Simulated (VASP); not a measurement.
A run of VASP 6.6.1:

File INCAR:

```
PREC     = Accurate       # precision mode
ENCUT    = 520            # plane-wave cutoff, eV
EDIFF    = 1E-6           # SCF threshold, eV
ISMEAR   = 0              # smearing method
SIGMA    = 0.05           # smearing width, eV
LREAL    = False          # projectors in reciprocal space
LASPH    = True           # aspherical terms in the spheres
NELM     = 150            # most SCF steps
ALGO     = Normal         # electronic algorithm
ISIF     = 2              # what is computed and relaxed
LWAVE    = False          # write WAVECAR
LCHARG   = True           # write CHGCAR
ISPIN    = 2              # spin polarisation
MAGMOM   = 0.5 0.5        # initial moments
LORBIT   = 11             # projections on sites
GGA      = PE             # functional
LELF     = True           # ELF
LVHAR    = True         
NBANDS   = 15             # bands
```

The input KPOINTS:

```
regular mesh
0
Gamma
  1 1 32
```

The input POSCAR:

```
BAs
1.0
   10.7000000000      0.0000000000      0.0000000000
    0.0000000000      9.3000000000      0.0000000000
    0.0000000000      0.0000000000      2.4481408659
B As
1 1
Direct
    0.4195138837      0.5000000000      0.0000000000
    0.5804861163      0.5000000000      0.5000000000
```

Potentials or basis: VASP PAW PBE potentials, release 64 (B, As).

The run is started by

```sh
$ cat potpaw_PBE.64/B/POTCAR potpaw_PBE.64/As/POTCAR > POTCAR
$ mpirun -np 1 vasp_std > vasp.out
```

Hardware: 1 thread of Intel(R) Xeon(R) 6975P-C (Granite Rapids) (shared host).

**Question.** Estimate the wall time of this run.

**Answer.** Wall time 100 s on 1 thread of Intel(R) Xeon(R) 6975P-C (Granite Rapids), with other jobs on the host, peak memory 0.42 GiB. Counts: scf iterations 25, k points 17.
